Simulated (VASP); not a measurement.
# CrO2 (P4_2/mnm) in VASP: single point with PBE

Aim: the single point of CrO2 with PBE.

Program: VASP 6.6.1. These are calculated values, not measurements. Logs are shortened: lines on timing, memory, paths and dates and some standing lists are left out, and cuts for length are marked.

## (1) The cell of the first run

The structure is tetragonal, space group P4_2/mnm (No. 136). Conventional cell: a = 4.421 Å, b = 4.421 Å, c = 2.917 Å, α = 90.00°, β = 90.00°, γ = 90.00°. Cr (site symmetry mmm) has 6 O at 1.88 to 1.92 Å within 2.5 Å. Within 2.5 Å of O (site symmetry m2m) lie 3 Cr at 1.88 to 1.92 Å and 1 O at 2.49 Å.

## (2) Single point, PBE, collinear spin, ferromagnetic start

Contents of INCAR:

```
PREC = Accurate
ENCUT = 520
EDIFF = 1E-7
ISMEAR = 0
SIGMA = 0.1
LREAL = F
LASPH = T
NELM = 150
ALGO = Fast
ISIF = 2
LWAVE = F
LCHARG = T
ISPIN = 2
MAGMOM = 2 2 0 0 0 0
LORBIT = 11
LMAXMIX = 4
GGA = PE
LELF = T
LVHAR = T
NBANDS = 37
```

Contents of KPOINTS:

```
regular mesh
0
Gamma
  4 4 6
```

Contents of POSCAR:

```
CrO2
1.0
    4.4210000000      0.0000000000      0.0000000000
    0.0000000000      4.4210000000      0.0000000000
    0.0000000000      0.0000000000      2.9170000000
Cr O
2 4
Direct
    0.0000000000      0.0000000000      0.0000000000
    0.5000000000      0.5000000000      0.5000000000
    0.3010000000      0.3010000000      0.0000000000
    0.1990000000      0.8010000000      0.5000000000
    0.6990000000      0.6990000000      0.0000000000
    0.8010000000      0.1990000000      0.5000000000
```

Potentials or basis: VASP PAW PBE potentials, release 64 (Cr_pv, O).

Command:

```sh
$ cat potpaw_PBE.64/Cr_pv/POTCAR potpaw_PBE.64/O/POTCAR > POTCAR
$ mpirun -np 1 vasp_std > vasp.out
```

OUTCAR:

```text
PREC = Accurate
   ENCUT = 520
   EDIFF = 1E-7
   ISMEAR = 0
   LREAL = F
   LASPH = T
   NELM = 150
   ISIF = 2
   ISPIN = 2
   LORBIT = 11
   GGA = PE

 ion  position               nearest neighbor table
   1  0.000  0.000  0.000-   3 1.88   5 1.88   4 1.92   6 1.92   4 1.92   6 1.92
   2  0.500  0.500  0.500-   4 1.88   6 1.88   5 1.92   3 1.92   3 1.92   5 1.92
   3  0.301  0.301  0.000-   1 1.88   2 1.92   2 1.92
   4  0.199  0.801  0.500-   2 1.88   1 1.92   1 1.92
   5  0.699  0.699  0.000-   1 1.88   2 1.92   2 1.92
   6  0.801  0.199  0.500-   2 1.88   1 1.92   1 1.92

  LATTYP: Found a simple tetragonal cell.
 ALAT       =     4.4210000000
 C/A-ratio  =     0.6598054739

  Lattice vectors:

 A1 = (   4.4210000000,   0.0000000000,   0.0000000000)
 A2 = (   0.0000000000,   4.4210000000,   0.0000000000)
 A3 = (   0.0000000000,   0.0000000000,   2.9170000000)

Analysis of symmetry for initial positions (statically):
=====================================================================
 Subroutine PRICEL returns:
 Original cell was already a primitive cell.

 Routine SETGRP: Setting up the symmetry group for a
 simple tetragonal supercell.

 Subroutine GETGRP returns: Found 16 space group operations
 (whereof  8 operations were pure point group operations)
 out of a pool of 16 trial point group operations.

The static configuration has the point symmetry D_2h.
 The point group associated with its full space group is D_4h.

Analysis of symmetry for dynamics (positions and initial velocities):
=====================================================================
 Subroutine PRICEL returns:
 Original cell was already a primitive cell.

 Routine SETGRP: Setting up the symmetry group for a
 simple tetragonal supercell.

 Subroutine GETGRP returns: Found 16 space group operations
 (whereof  8 operations were pure point group operations)
 out of a pool of 16 trial point group operations.

The dynamic configuration has the point symmetry D_2h.
 The point group associated with its full space group is D_4h.

Analysis of structural, dynamic, and magnetic symmetry:
=====================================================================
 Subroutine PRICEL returns:
 Original cell was already a primitive cell.

 Routine SETGRP: Setting up the symmetry group for a
 simple tetragonal supercell.

 Subroutine GETGRP returns: Found 16 space group operations
 (whereof  8 operations were pure point group operations)
 out of a pool of 16 trial point group operations.

The overall configuration has the point symmetry D_2h.
 The point group associated with its full space group is D_4h.

 Subroutine INISYM returns: Found 16 space group operations
 (whereof  8 operations are pure point group operations),
 and found     1 'primitive' translations

----------------------------------------------------------------------------------------

                                     Primitive cell

  volume of cell :      57.0135

  direct lattice vectors                    reciprocal lattice vectors
     4.421000000  0.000000000  0.000000000     0.226193169  0.000000000  0.000000000
     0.000000000  4.421000000  0.000000000     0.000000000  0.226193169  0.000000000
     0.000000000  0.000000000  2.917000000     0.000000000  0.000000000  0.342817964

  length of vectors
     4.421000000  4.421000000  2.917000000     0.226193169  0.226193169  0.342817964

  position of ions in fractional coordinates (direct lattice)
     0.000000000  0.000000000  0.000000000
     0.500000000  0.500000000  0.500000000
     0.301000000  0.301000000  0.000000000
     0.199000000  0.801000000  0.500000000
     0.699000000  0.699000000  0.000000000
     0.801000000  0.199000000  0.500000000

  ion indices of the primitive-cell ions
   primitive index   ion index
                 1           1
                 2           2
                 3           3
                 4           4
                 5           5
                 6           6

[... 30 lines left out ...]
  0.500000  0.000000  0.000000      2.000000
  0.250000  0.250000  0.000000      4.000000
  0.500000  0.250000  0.000000      4.000000
  0.500000  0.500000  0.000000      1.000000
[... 16 lines left out ...]
  0.500000  0.250000  0.500000      4.000000
  0.500000  0.500000  0.500000      1.000000
   k-points           NKPTS =     24   k-points in BZ     NKDIM =     24   number of bands    NBANDS=     37
   number of dos      NEDOS =    301   number of ions     NIONS =      6
   total plane-waves  NPLWV =  31104
   dimension x,y,z NGX =    36 NGY =   36 NGZ =   24
   dimension x,y,z NGXF=    72 NGYF=   72 NGZF=   48
   ions per type =               2   4
   NGX,Y,Z   is equivalent  to a cutoff of  13.54, 13.54, 13.68 a.u.
   NGXF,Y,Z  is equivalent  to a cutoff of  27.07, 27.07, 27.36 a.u.
 SYSTEM =  unknown system
   PREC   = accura    normal or accurate (medium, high low for compatibility)
   ISTART =      0    job   : 0-new  1-cont  2-samecut
   ICHARG =      2    charge: 1-file 2-atom 10-const
   ISPIN  =      2    spin polarized calculation?
   LNONCOLLINEAR =      F non collinear calculations
   LSORBIT =      F    spin-orbit coupling
   LASPH  =      T    aspherical Exc in radial PAW
   ENCUT  =  520.0 eV  38.22 Ry    6.18 a.u.   8.22  8.22  5.42*2*pi/ulx,y,z
   NELM   =    150;   NELMIN=  2; NELMDL= -5     # of ELM steps
   EDIFF  = 0.1E-06   stopping-criterion for ELM
   LREAL  =      F    real-space projection
   EDIFFG = 0.1E-05   stopping-criterion for IOM
   NSW    =      0    number of steps for IOM
   IBRION =     -1    ionic relax: 0-MD 1-quasi-New 2-CG
   NFREE  =      0    steps in history (QN), initial steepest desc. (CG)
   ISIF   =      2    stress and relaxation
   ISYM   =      2    0-nonsym 1-usesym 2-fastsym
   POTIM  = 0.5000    time-step for ionic-motion
   TEBEG  =    0.0;   TEEND  =   0.0 temperature during run
   PSTRESS=    0.0 pullay stress
   NELECT =      48.0000    total number of electrons
   NUPDOWN=      -1.0000    fix difference up-down
   EMIN   =  10.00;   EMAX   =-10.00  energy-range for DOS
   EFERMI =   0.00;   METHOD = LEGACY
   ISMEAR =     0;   SIGMA  =   0.10  broadening in eV -4-tet -1-fermi 0-gaus
   EFERMI_NEDOS =   21; number of points for ismear=-14 and -15
   IALGO  =     68    algorithm
   IMIX   =      4    mixing-type and parameters
     AMIX     =   0.40;   BMIX     =  1.00
     AMIX_MAG =   1.60;   BMIX_MAG =  1.00
  volume/ion in A,a.u.               =       9.50        64.12
  Fermi-wavevector in a.u.,A,eV,Ry     =   1.545834  2.921202 32.512505  2.389602
  Thomas-Fermi vector in A             =   2.651156
   LORBIT       =     11    0 simple, 1 ext, 2 COOP (PROOUT), +10 PAW based schemes
   GGA     = PE    functional components
   LHFCALC =     F    Hartree Fock is set to
   AEXX    =    0.0000 exact exchange contribution
   IVDW    =     0    specifies the selected vdW correction
   LEPSILON=     F    determine dielectric tensor
   LRPA    =     F    only Hartree local field effects (RPA)
 spin polarized calculation
 RMM-DIIS sequential band-by-band and
 Gauss-broadening in eV      SIGMA  =   0.10
  energy-cutoff  :      520.00
  volume of cell :       57.01
 maximum number of plane-waves:      1567
 NGX is ok and might be reduce to    36
   NGX = 17   NGY = 17   NGZ = 11

 number of electron      48.0000028 magnetization       4.0000000

 Free energy of the ion-electron system (eV)
  ---------------------------------------------------
  ext. energy  EPLUGINS =         0.00000000
  ---------------------------------------------------
  free energy    TOTEN  =       -50.33417486 eV

  energy without entropy =      -50.32381934  energy(sigma->0) =      -50.32899710

 E-fermi :   5.6770     XC(G=0): -11.9119

 val. band max:        5.6410948541   @ k =   0.2500   0.0000   0.1667
 cond. band min:       5.6812137449   @ k =   0.5000   0.5000   0.5000
 fundamental gap:      0.0401188907
 Fermi energy:         5.6770045980

 spin component 1

 k-point     1 :       0.0000    0.0000    0.0000
  band No.  band energies     occupation
      1     -39.2636      1.00000
      2     -39.2636      1.00000
      3     -39.1407      1.00000
      4     -39.1407      1.00000
      5     -39.0557      1.00000
      6     -39.0415      1.00000
[... 925 lines left out ...]
     35      17.0622      0.00000
     36      17.0622      0.00000
 Fermi energy:         5.6770045980

 spin component 2

 k-point     1 :       0.0000    0.0000    0.0000
  band No.  band energies     occupation
      1     -37.2601      1.00000
      2     -37.2601      1.00000
      3     -36.9177      1.00000
      4     -36.9177      1.00000
      5     -36.6788      1.00000
      6     -36.6618      1.00000
[... 925 lines left out ...]
     35      19.6626      0.00000
     36      20.2795      0.00000
 [bands above 36 left out]

------------------------ aborting loop because EDIFF is reached ----------------------------------------

  FORCE on cell =-STRESS in cart. coord.  units (eV):
  Direction    XX          YY          ZZ          XY          YZ          ZX
  --------------------------------------------------------------------------------------
  -------------------------------------------------------------------------------------
  Total        1.2088933      1.2088933      0.8706634      0.0000000      0.0000000      0.0000000
  in kB       33.9719975     33.9719975     24.4671528      0.0000000      0.0000000      0.0000000
  external PRESSURE =      30.8037159 kB  Pullay stress =       0.0000000 kB

 VOLUME and BASIS-vectors are now :
 -----------------------------------------------------------------------------
  energy-cutoff  :      520.00
  volume of cell :       57.01
      direct lattice vectors                 reciprocal lattice vectors
     4.421000000  0.000000000  0.000000000     0.226193169  0.000000000  0.000000000
     0.000000000  4.421000000  0.000000000     0.000000000  0.226193169  0.000000000
     0.000000000  0.000000000  2.917000000     0.000000000  0.000000000  0.342817964

 POSITION                                       TOTAL-FORCE (eV/Angst)
 -----------------------------------------------------------------------------------
      0.00000      0.00000      0.00000         0.000000      0.000000      0.000000
      2.21050      2.21050      1.45850         0.000000      0.000000      0.000000
      1.33072      1.33072      0.00000         0.182421      0.182421      0.000000
      0.87978      3.54122      1.45850        -0.182421      0.182421      0.000000
      3.09028      3.09028      0.00000        -0.182421     -0.182421      0.000000
      3.54122      0.87978      1.45850         0.182421     -0.182421      0.000000
 -----------------------------------------------------------------------------------
    total drift:                                0.000000      0.000000      0.000000

  FREE ENERGIE OF THE ION-ELECTRON SYSTEM (eV)
  ---------------------------------------------------
  free  energy   TOTEN  =       -50.3341748601 eV

  energy  without entropy=      -50.3238193413  energy(sigma->0) =      -50.32899710

 total charge

# of ion       s       p       d       tot
------------------------------------------
    1        0.366   6.464   4.028  10.858
    2        0.366   6.464   4.028  10.858
    3        1.572   3.464   0.000   5.036
    4        1.572   3.464   0.000   5.036
    5        1.572   3.464   0.000   5.036
    6        1.572   3.464   0.000   5.036
--------------------------------------------------
tot          7.020  26.784   8.056  41.860

 magnetization (x)

# of ion       s       p       d       tot
------------------------------------------
    1        0.024   0.032   2.039   2.094
    2        0.024   0.032   2.039   2.094
    3       -0.003  -0.070   0.000  -0.072
    4       -0.003  -0.070   0.000  -0.072
    5       -0.003  -0.070   0.000  -0.072
    6       -0.003  -0.070   0.000  -0.072
--------------------------------------------------
tot          0.038  -0.216   4.077   3.899
```

It took 3.2 min on 1 thread of Oxide Virtual Turin-like, shared host; peak memory 0.2 GiB.

What came out:

- Free energy: -50.3342 eV
- Pressure: 3.1 GPa
- Largest force: 0.258 eV/Å
- Band gap on the k mesh: zero (filled and empty bands overlap)
- Net moment: 4.00 μB per cell
- Site moments: Cr +2.09; O -0.07 μB
- Valence electrons inside the program's atomic spheres: Cr 10.86; O 5.04

Forces on the atoms (eV/Å):
```
Cr   0.000  0.000  0.000
Cr   0.000  0.000  0.000
O    0.182  0.182  0.000
O   -0.182  0.182  0.000
O   -0.182 -0.182  0.000
O    0.182 -0.182  0.000
```

Stress tensor (GPa, compression positive):
```
3.40 0.00 0.00
0.00 3.40 0.00
0.00 0.00 2.45
```

Levels at points of the mesh, in eV from the Fermi level:
Spin up:
```tsv
k point	band 22	band 23	band 24	band 25	band 26	band 27	band 28	band 29	band 30	band 31
(0.00, 0.00, 0.00)	-1.22	-1.22	-1.19	-1.15	-1.15	-0.62	1.15	1.20	3.71	3.71
(0.50, 0.00, 0.00)	-1.58	-0.84	-0.84	-0.29	-0.29	0.33	0.33	3.35	3.36	3.38
(0.50, 0.50, 0.00)	-2.16	-1.53	-1.53	-1.13	-1.13	0.90	0.90	2.77	2.77	3.69
(0.00, 0.00, 0.50)	-2.66	-0.70	-0.70	0.03	0.03	0.72	0.72	2.51	2.51	2.89
(0.50, 0.00, 0.50)	-1.89	-1.44	-1.44	-0.69	-0.69	0.93	0.93	1.65	1.65	4.31
(0.50, 0.50, 0.50)	-1.66	-0.69	-0.69	-0.19	-0.19	0.00	0.00	2.90	2.90	3.11
```
Spin down:
```
           k point  band 20  band 21  band 22  band 23  band 24  band 25
(0.00, 0.00, 0.00)    -1.37    -1.37    -0.90     0.88     0.93     1.20
(0.50, 0.00, 0.00)    -2.88    -1.71    -1.71     1.57     1.57     1.84
(0.50, 0.50, 0.00)    -2.53    -2.23    -2.23     0.93     0.93     1.22
(0.00, 0.00, 0.50)    -3.63    -2.55    -2.55     1.66     1.66     2.12
(0.50, 0.00, 0.50)    -3.10    -2.05    -2.05     0.67     0.67     2.15
(0.50, 0.50, 0.50)    -2.42    -1.61    -1.61     1.31     1.31     1.96
```

Caveat: the cell stands under pressure; semilocal functionals often make such compounds metallic where correlation or magnetic order opens a gap, which also shifts bond lengths; the run started ferromagnetic, and an antiferromagnetic order may lie lower in energy. With open d or f shells a metallic result of PBE can be an artefact of self-interaction; +U or a hybrid may open a gap.

The gap in the log of VASP goes by the Fermi energy; the results here count the filled bands.